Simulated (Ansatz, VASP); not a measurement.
MgC2: VASP beside Ansatz

Contents of run.py:

```python
from ase.calculators.vasp import Vasp
from ase.dft.bandgap import bandgap
from ase.io import read

atoms = read('MgC2.xyz')
calc = Vasp(
    directory='calc',
    xc='pbesol',
    pp='PBE',
    setups='materialsproject',
    prec='Accurate',
    encut=520,
    ediff=1e-07,
    ismear=0,
    sigma=0.1,
    lreal=False,
    lasph=True,
    nelm=80,
    algo='Fast',
    isif=2,
    lwave=False,
    lcharg=True,
    lelf=True,
    lvhar=True,
    kpts=[7, 7, 6],
    gamma=True,
    nbands=25,
)
atoms.calc = calc

print('energy (eV):', atoms.get_potential_energy())
print('free energy (eV):', atoms.get_potential_energy(force_consistent=True))
print('forces (eV/A):')
print(atoms.get_forces())
print('stress (eV/A^3, Voigt):', atoms.get_stress())
print('Fermi level (eV):', calc.get_fermi_level())
gap, top, bottom = bandgap(calc)
print('band gap (eV):', gap, 'from (spin, k, band)', top, 'to', bottom)
```

The input MgC2.xyz:

```xyz
6
Lattice="3.9507770000 0.0000000000 0.0000000000 0.0000000000 3.9507770000 0.0000000000 0.0000000000 0.0000000000 4.9870890000" Properties=species:S:1:pos:R:3 pbc="T T T"
Mg     0.0000000000      0.0000000000      2.4935445000
Mg     1.9753885000      1.9753885000      0.0000000000
C      1.5315384579      2.4192385421      2.4935445000
C      0.4438500421      0.4438500421      0.0000000000
C      2.4192385421      1.5315384579      2.4935445000
C      3.5069269579      3.5069269579      0.0000000000
```

input.yaml

```yaml
crystal:
  lattice:
    - [3.950777, 0.0, 0.0]
    - [0.0, 3.950777, 0.0]
    - [0.0, 0.0, 4.987089]
  atoms:
    - { symbol: Mg, position: [0.0, 0.0, 0.5] }
    - { symbol: Mg, position: [0.5, 0.5, 0.0] }
    - { symbol: C, position: [0.387655, 0.612345, 0.5] }
    - { symbol: C, position: [0.112345, 0.112345, 0.0] }
    - { symbol: C, position: [0.612345, 0.387655, 0.5] }
    - { symbol: C, position: [0.887655, 0.887655, 0.0] }
hamiltonian:
  xc: pbesol
  pseudopotentials: { kind: paw }
kpoints:
  mp_grid: { grid: [7, 7, 6] }
scf:
  occupations: { method: gaussian, width: 0.1 }
output:
  forces: true
  stress: true
  eigenvalues: true
```

Alike in both runs: task single point; functional PBEsol; k mesh 7 × 7 × 6; occupations gaussian, width 0.1 eV; no spin polarisation.

|  | VASP | Ansatz |
| --- | --- | --- |
| version | VASP 6.6.1 | Ansatz 0.2.0 |
| potentials or method | VASP PAW PBE potentials, release 64 (Mg_pv, C) | Ansatz PAW |
| plane-wave cutoff (eV) | 520 | 420 |
| valence electrons in the cell | 32 | 36 |

```tsv
	VASP	Ansatz	Ansatz less VASP
gap on the k mesh at the Fermi level (eV)	2.46	2.47	+0.004
least direct gap on the mesh (eV)	2.86	2.86	-0.001
pressure (GPa)	-2.0	-2.3	-0.22
traceless stress, the component that is largest in VASP (GPa)	-0.10	0.13	+0.232
rms of the force components (eV/Å)	0.041	0.023	-0.0184
```

VASP's potentials were made for PBE, not for PBEsol. Atom by atom the forces differ by 0.064 eV/Å (rms over components). VASP's potentials hold 32 valence electrons a cell and Ansatz's 36, so a difference there can come from the potentials and not from the codes.

Noted on Ansatz's run: odd divisions of the mesh miss points on the zone boundary, where band edges often lie, so the gap on the mesh can be too wide.
